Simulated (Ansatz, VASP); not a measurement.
## One calculation of AgCl, two programs

```xyz
4
Lattice="3.8968 0.0000 0.1486 0.0000 4.0688 0.0000 -0.3341 0.0000 5.9105" Properties=species:S:1:pos:R:3 pbc="T T T"
Ag    0.4759    1.0336    1.3899
Ag    3.0868    3.0680    4.6692
Cl    2.3757    3.0352    1.6716
Cl    1.1871    1.0008    4.3874
```

Alike in both runs: task single point; functional PBE; k mesh 8 × 8 × 6; occupations gaussian, width 0.02 eV; no spin polarisation.

```csv
,VASP,Ansatz
version,VASP 6.6.1,Ansatz 0.2.0
potentials or method,"VASP PAW PBE potentials, release 64 (Ag, Cl), cutoff 500 eV","scalar-relativistic, plane waves, PAW"
valence electrons in the cell,36,52
```

```tsv
	VASP	Ansatz	Ansatz less VASP
gap on the k mesh at the Fermi level (eV)	0.55	0.55	+0.002
least direct gap on the mesh (eV)	1.85	1.85	-0.001
pressure (GPa)	-2.8	-2.7	+0.10
traceless stress, the component that is largest in VASP (GPa)	1.07	1.04	-0.030
rms of the force components (eV/Å)	0.167	0.166	-0.0006
```

Atom by atom the forces differ by 0.001 eV/Å (rms over components). The functional is the same, so the differences come from potentials, cutoffs and numerics. VASP's potentials hold 36 valence electrons a cell and Ansatz's 52, so a difference there can come from the potentials and not from the codes.
